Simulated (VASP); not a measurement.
The system is Pd.

```
Pd
1.0
     2.78367    0.00000    0.00000
    -1.39183    2.41072    0.00000
     0.00000    0.00000    4.62889
Pd
2
Direct
  0.33333 0.66667 0.25000
  0.66667 0.33333 0.75000
```

This isn't the form of Pd at room conditions, which is fcc.

- Program: VASP 6.6.1
- Task: relaxation of cell and atoms
- Functional: LDA
- Potentials or basis: VASP PAW LDA potentials, release 64 (Pd)
- Cutoff: 600 eV
- k mesh: 11 × 11 × 6
- Occupations: fermi-dirac, width 0.05 eV
- Spin: no spin polarisation

At the start: pressure -15.5 GPa; volume 15.53 Å³/atom.

Task: Where does the relaxation end?

Result: Over 7 steps the energy falls by 68.9 meV/atom and the volume is 14.24 Å³/atom (-8.3 %); space group P6_3/mmc (No. 194, to 0.1 Å) before and after.

Step by step:
```csv
step,energy change (eV),largest force (eV/Å),pressure (GPa),volume (Å³)
1,0.0000,0.0000,-15.46,31.06
2,0.3049,0.0000,44.71,24.80
3,-0.1376,0.0000,-0.76,28.56
4,-0.1378,0.0000,-0.17,28.49
5,-0.1378,0.0000,0.23,28.44
6,-0.1378,0.0000,-0.33,28.51
7,-0.1378,0.0000,-0.03,28.47
```

Final structure:
```xyz
2
Lattice="2.7026 0.0000 0.0000 -1.3513 2.3405 0.0000 0.0000 0.0000 4.5009" Properties=species:S:1:pos:R:3 pbc="T T T"
Pd    0.0000    1.5603    1.1252
Pd    1.3513    0.7802    3.3757
```
